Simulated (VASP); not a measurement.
Runs of VASP 6.6.1 on NbSi. It takes space group Fm-3m (No. 225, cubic). The conventional cell has a = 5.148 Å, b = 5.148 Å, c = 5.148 Å, α = 90.00°, β = 90.00°, γ = 90.00°. Nb (site symmetry m-3m) has 6 Si at 2.57 Å within 3.4 Å. Within 3.4 Å of Si (site symmetry m-3m) lie 6 Nb at 2.57 Å. 

```csv
level,spin,k mesh,grid for exact exchange (PRECFOCK),share of exact exchange,gap on the mesh (eV),pressure (GPa)
r2SCANh,off,5 × 5 × 5,Normal,0.1,none,-2.3
r2SCAN0,off,5 × 5 × 5,Normal,0.25,none,-4.6
r2SCAN50,off,5 × 5 × 5,Normal,0.5,none,-8.3
PBEsol,"non-collinear, zero start, SOC",9 × 9 × 9,-,-,-,(a)
```

Alike in all rows: task single point; potentials or basis VASP PAW PBE potentials, release 64 (Nb_sv, Si); cell as given; cutoff (eV) 520; smearing fermi-dirac 0.05 eV.

Question: Estimate the missing entries.

Answer: (a) -4.4.

Caveats: some runs use coarse meshes; the PAW data sets were made with another functional, which shifts forces and pressure a little; the cell stands under tension (at least some runs).

A k mesh can miss the band edges, and rows without SOC leave out spin-orbit coupling on Nb.

A gap of «none» marks levels without a gap at the run's occupations.
